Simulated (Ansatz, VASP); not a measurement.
## One calculation of Ga3O2, two programs

```
Ga O
1.0
     3.46567    0.00000    0.00000
     0.00000    3.46567    0.00000
     0.00000    0.00000    8.07658
Ga O
3 2
Cartesian
  0.0000 0.0000 5.5834
  0.0000 0.0000 2.4932
  1.7328 1.7328 4.0383
  0.0000 0.0000 0.6840
  0.0000 0.0000 7.3925
```

Alike in both runs: task relaxation of cell and atoms; functional PBE; k mesh 6 × 6 × 2; occupations gaussian, width 0.1 eV; no spin polarisation.

```csv
,VASP,Ansatz
version,VASP 6.6.1,Ansatz 0.2.0
potentials or method,"VASP PAW PBE potentials, release 64 (Ga_d, O), cutoff 600 eV","scalar-relativistic, plane waves, PAW"
valence electrons in the cell,51,51
```

|  | VASP | Ansatz | Ansatz less VASP |
| --- | --- | --- | --- |
| gap on the k mesh at the Fermi level, each at its own relaxed structure (eV) | none | none | - |
| relaxed volume (Å³/atom) | 20.32 | 20.19 | -0.124 |
| relaxed cell length with the largest relative difference (Å) | 3.545 | 3.536 | -0.0093 |

A gap of «none» marks a metal or a gap that the smearing closes.

The k mesh is coarse, so the values compare programs but aren't converged.
